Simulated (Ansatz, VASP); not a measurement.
## One calculation of MgO, two programs

```
Mg O
1.0
     3.31529    0.00000    0.00000
    -1.65764    2.87112    0.00000
     0.00000    0.00000    5.12155
Mg O
2 2
Direct
  0.35284 0.70568 0.00632
  0.64716 0.29432 0.50632
  0.31531 0.63062 0.39828
  0.68469 0.36938 0.89828
```

Change from the starting cell: mode 4 frozen in at +0.000 Å and mode 5 at +0.112 Å (largest displacements).

Alike in both runs: task single point; functional PBE; k mesh 9 × 9 × 6; occupations gaussian, width 0.05 eV; no spin polarisation.

|  | VASP | Ansatz |
| --- | --- | --- |
| version | VASP 6.6.1 | Ansatz 0.2.0 |
| potentials or method | VASP PAW PBE potentials, release 64 (Mg, O), cutoff 520 eV | scalar-relativistic, plane waves, PAW |
| valence electrons in the cell | 16 | 32 |

VASP gave:

```
gap on the k mesh at the Fermi level (eV)                     : 3.31
least direct gap on the mesh (eV)                             : 3.31
pressure (GPa)                                                : -0.7
traceless stress, the component that is largest in VASP (GPa) : -0.52
rms of the force components (eV/Å)                            : 0.179
```

**Question.** Estimate Ansatz's values.

**Answer.** gap on the k mesh at the Fermi level (eV): 3.33; least direct gap on the mesh (eV): 3.33; pressure (GPa): -0.2; traceless stress, the component that is largest in VASP (GPa): -0.49; rms of the force components (eV/Å): 0.177.

Atom by atom the forces differ by 0.002 eV/Å (rms over components). With one functional, cell and mesh, what is left measures potentials, basis and numerics. VASP's potentials hold 16 valence electrons a cell and Ansatz's 32, so a difference there can come from the potentials and not from the codes.
